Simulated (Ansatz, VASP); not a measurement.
**One calculation of Si3Cl2, two programs**

```xyz
5
Lattice="1.9301 1.1144 11.1978 -1.9301 1.1144 11.1978 0.0000 -2.2287 11.1978" Properties=species:S:1:pos:R:3 pbc="T T T"
Si    0.0000    0.0000    0.0000
Si    0.0000    0.0000    5.8318
Si    0.0000    0.0000   27.7615
Cl    0.0000    0.0000   12.6281
Cl    0.0000    0.0000   20.9652
```

Alike in both runs: functional PBE; k mesh 6 × 6 × 6; occupations gaussian, width 0.1 eV; no spin polarisation.

Ansatz relaxed the structure, and its values are those at the end. VASP's run is a single point on that final structure, the one shown.

|  | VASP | Ansatz |
| --- | --- | --- |
| version | VASP 6.6.1 | Ansatz 0.2.0 |
| potentials or method | VASP PAW PBE potentials, release 64 (Si, Cl), cutoff 520 eV | scalar-relativistic, plane waves, PAW |
| valence electrons in the cell | 26 | 26 |

VASP gave:

* gap on the k mesh at the Fermi level (eV): none
* pressure (GPa): 0.0
* rms of the force components (eV/Å): 0.005

**Question.** What did Ansatz give for the same quantities?

**Answer.** gap on the k mesh at the Fermi level (eV): none; pressure (GPa): 0.1; rms of the force components (eV/Å): 0.005.

A gap of «none» marks a metal or a gap that the smearing closes.
